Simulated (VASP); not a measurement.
Here is a VASP 6.6.1 calculation.

The input INCAR:

```
ALGO     = Normal         # electronic algorithm
EDIFF    = 1E-6           # SCF threshold, eV
ENCUT    = 520            # plane-wave cutoff, eV
GGA      = PE             # functional
ISIF     = 2              # what is computed and relaxed
ISMEAR   = -1             # smearing method
ISPIN    = 2              # spin polarisation
LASPH    = T              # aspherical terms in the spheres
LCHARG   = F              # write CHGCAR
LMAXMIX  = 4              # l up to which the mixer works
LORBIT   = 11             # projections on sites
LREAL    = F              # projectors in reciprocal space
LWAVE    = F              # write WAVECAR
MAGMOM   = 1 -0.5 1 0     # initial moments
NBANDS   = 29             # bands
NELM     = 150            # most SCF steps
PREC     = Accurate       # precision mode
SIGMA    = 0.05           # smearing width, eV
```

The input KPOINTS:

```
k-points
0
Gamma
  8 8 8
```

POSCAR

```
SiNi3
1.0
    3.5420000000      0.0000000000      0.0000000000
    0.0000000000      3.5420000000      0.0000000000
    0.0000000000      0.0000000000      3.5420000000
Ni Si
3 1
Direct
    0.5000000000      0.5000000000      0.0000000000
    0.5000000000      0.0000000000      0.5000000000
    0.0000000000      0.5000000000      0.5000000000
    0.0000000000      0.0000000000      0.0000000000
```

Potentials or basis: VASP PAW PBE potentials, release 64 (Ni, Si).

Launch:

```console
$ cat potpaw_PBE.64/Ni/POTCAR potpaw_PBE.64/Si/POTCAR > POTCAR
$ mpirun -np 1 vasp_std > vasp.out
```

(1) Estimate the pressure.

(2) What does it give for the band gap on the k mesh?

## Answers

(1) -5.9 GPa.

(2) zero (filled and empty bands overlap).

Caveat: the cell stands under tension.
